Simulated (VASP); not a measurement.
Input of a VASP 6.6.1 run:

Contents of INCAR:

```
  PREC = Accurate
  ENCUT = 520
  EDIFF = 1E-6
  ISMEAR = -1
  SIGMA = 0.05
  LREAL = F
  LASPH = T
  NELM = 150
  ALGO = Normal
  ISIF = 2
  LWAVE = F
  LCHARG = F
  LMAXMIX = 4
  LDAU = T
  LDAUTYPE = 2
  LDAUL = 2 -1
  LDAUU = 5.3 0
  LDAUJ = 0 0
  LDAUPRINT = 1
  GGA = PS
  NBANDS = 25
```

The input KPOINTS:

```
regular mesh
0
Gamma
  10 10 5
```

The input POSCAR:

```
CuO
1.0
    2.0601094521     -2.0534520477      0.1577077048
    2.0601094521      2.0534520477      0.1577077048
   -0.4071501433      0.0000000000      5.1012397183
Cu O
2 2
Direct
    0.5000000000      0.0000000000      0.5000000000
    0.0000000000      0.5000000000      0.0000000000
    0.4990800476      0.5009199524      0.7500000000
    0.5009199524      0.4990800476      0.2500000000
```

Potentials or basis: VASP PAW PBE potentials, release 64 (Cu, O).

The run is started by

```sh
$ cat potpaw_PBE.64/Cu/POTCAR potpaw_PBE.64/O/POTCAR > POTCAR
$ mpirun -np 1 vasp_std > vasp.out
```

Q: Predict the band gap on the k mesh.

A: Zero (bands 17 and 18 overlap by 1.02 eV).

Q: Predict the pressure.

A: -5.6 GPa.

Eigenvalues of the final occupation matrices:
```
    site  spin  trace               eigenvalues
site 1 d     1   4.65  0.80 0.94 0.96 0.96 0.98
site 1 d     2   4.65  0.80 0.94 0.96 0.96 0.98
site 2 d     1   4.65  0.80 0.94 0.96 0.96 0.98
site 2 d     2   4.65  0.80 0.94 0.96 0.96 0.98
```

Caveat: the cell stands under tension; the PAW data sets were made with another functional, which shifts forces and pressure a little; U without spin polarisation on a metal has little footing.
